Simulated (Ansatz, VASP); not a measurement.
One calculation of Si5Ge, two programs

```
CELL_PARAMETERS angstrom
3.87312 0.00000 0.00000
-1.93656 3.35422 0.00000
0.00000 0.00000 9.48482
ATOMIC_POSITIONS crystal
Si 0.00000 0.00000 0.99675
Si 0.66667 0.33333 0.66653
Si 0.33333 0.66667 0.33668
Si 0.66667 0.33333 0.91530
Si 0.33333 0.66667 0.58463
Ge 0.00000 0.00000 0.25011
```

Alike in both runs: task single point; functional PBE; k mesh 6 × 6 × 2; occupations gaussian, width 0.05 eV; no spin polarisation.

|  | VASP | Ansatz |
| --- | --- | --- |
| version | VASP 6.6.1 | Ansatz 0.2.0 |
| potentials or method | VASP PAW PBE potentials, release 64 (Si, Ge_d) | plane waves |
| plane-wave cutoff (eV) | 500 | 420 |
| valence electrons in the cell | 34 | 34 |

```tsv
	VASP	Ansatz	Ansatz less VASP
gap on the k mesh at the Fermi level (eV)	0.65	0.65	-0.002
pressure (GPa)	1.6	1.7	+0.08
traceless stress, the component that is largest in VASP (GPa)	-0.26	-0.26	-0.004
rms of the force components (eV/Å)	0.026	0.027	+0.0004
```

Atom by atom the forces differ by 0.001 eV/Å (rms over components).
